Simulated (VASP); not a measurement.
A run of VASP 6.6.1 is set up as follows.

INCAR

```
PREC = Accurate ; ENCUT = 520
EDIFF = 1E-7 ; ISMEAR = 0
SIGMA = 0.05 ; LREAL = False
LASPH = True ; NELM = 100
ALGO = Normal ; ISIF = 2
LWAVE = False ; LCHARG = False
GGA = PE ; NELECT = 52.5
NBANDS = 35
```

KPOINTS

```
Automatic mesh
0
Gamma
  8 8 8
```

File POSCAR:

```
SnO2
1.0
    0.0000000000     -4.0001372224      0.0000000000
    4.0001372224      0.0000000000      0.0000000000
   -2.0000686112      2.0000686112      5.1236788559
Sn O
2 4
Direct
    0.7500000000      0.2500000000      0.5000000000
    0.0000000000      0.0000000000      0.0000000000
    0.7965225900      0.7965225900      0.5930451800
    0.9534774100      0.4534774100      0.9069548200
    0.2034774100      0.2034774100      0.4069548200
    0.5465225900      0.0465225900      0.0930451800
```

Potentials or basis: VASP PAW PBE potentials, release 64 (Sn_d, O).

Launch:

```console
$ cat potpaw_PBE.64/Sn_d/POTCAR potpaw_PBE.64/O/POTCAR > POTCAR
$ mpirun -np 1 vasp_std > vasp.out
```

**Question.** What does it give for the largest force?

**Answer.** 0.426 eV/Å.

Forces in eV/Å, atoms in the order of the input:
```
Sn   0.000  0.000  0.000
Sn   0.000  0.000  0.000
O    0.000  0.000 -0.426
O    0.000  0.000  0.426
O    0.000  0.000  0.426
O    0.000  0.000 -0.426
```

Caveat: the cell carries a net charge on a neutralising background, which shifts energy and pressure.
